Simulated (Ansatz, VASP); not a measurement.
**One calculation of Si, two programs**

```
CELL_PARAMETERS angstrom
3.84753 0.00000 0.00000
-1.92376 3.33205 0.00000
0.00000 0.00000 18.44160
ATOMIC_POSITIONS crystal
Si 0.33333 0.66667 0.26954
Si 0.66667 0.33333 0.24401
Si 0.33333 0.16667 0.50113
Si 0.66667 0.83333 0.47560
```

Alike in both runs: task single point; functional PBE; dispersion D3(BJ); k mesh 9 × 9 × 1; occupations gaussian, width 0.1 eV; no spin polarisation.

```csv
,VASP,Ansatz
version,VASP 6.6.1,Ansatz 0.2.0
potentials or method,"VASP PAW PBE potentials, release 64 (Si), cutoff 520 eV","scalar-relativistic, plane waves, PAW"
valence electrons in the cell,16,16
```

|  | VASP | Ansatz | Ansatz less VASP |
| --- | --- | --- | --- |
| gap on the k mesh at the Fermi level (eV) | 0.23 | 0.23 | 0.000 |
| least direct gap on the mesh (eV) | 0.23 | 0.23 | 0.000 |
| rms of the force components (eV/Å) | 0.088 | 0.090 | +0.0016 |

Atom by atom the forces differ by 0.003 eV/Å (rms over components).
